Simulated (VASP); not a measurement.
# Si: single point with PBE

Si:

```
Si
1.0
     0.00000    2.73549    2.73549
     2.73549    0.00000    2.73549
     2.73549    2.73549    0.00000
Si
2
Direct
  0.50000 0.50000 0.50000
  0.75000 0.75000 0.75000
```

- Program: VASP 6.6.1
- Task: single point
- Functional: PBE
- Potentials or basis: VASP PAW PBE potentials, release 64 (Si)
- Cutoff: 520 eV
- k mesh: 2 × 2 × 2
- Occupations: fermi-dirac, width 0.05 eV
- Spin: no spin polarisation
- Dipole correction: no
- Further INCAR settings: ALGO = Normal; EDIFF = 1e-06; NBANDS = 11

- Pressure: 7.3 GPa
- Band gap on the k mesh: 0.64 eV, indirect (least direct gap 2.44 eV)

Levels at points of the mesh, in eV from the valence-band top:
```csv
k point,band 2,band 3,band 4,band 5,band 6,band 7
"(0.00, 0.00, 0.00)",0.00,0.00,0.00,2.44,2.44,2.44
"(0.50, 0.00, 0.00)",-6.93,-1.21,-1.21,1.42,3.21,3.21
"(0.50, 0.50, 0.00)",-7.77,-2.85,-2.85,0.64,0.64,9.87
```

Wall time 2.2 s on 1 thread of Intel(R) Xeon(R) Platinum 8488C (Sapphire Rapids), with other jobs on the host, peak memory 0.15 GiB.

Caveat: the k points lie up to 0.99 Å⁻¹ apart. As with any semilocal functional, this PBE gap is likely too small.
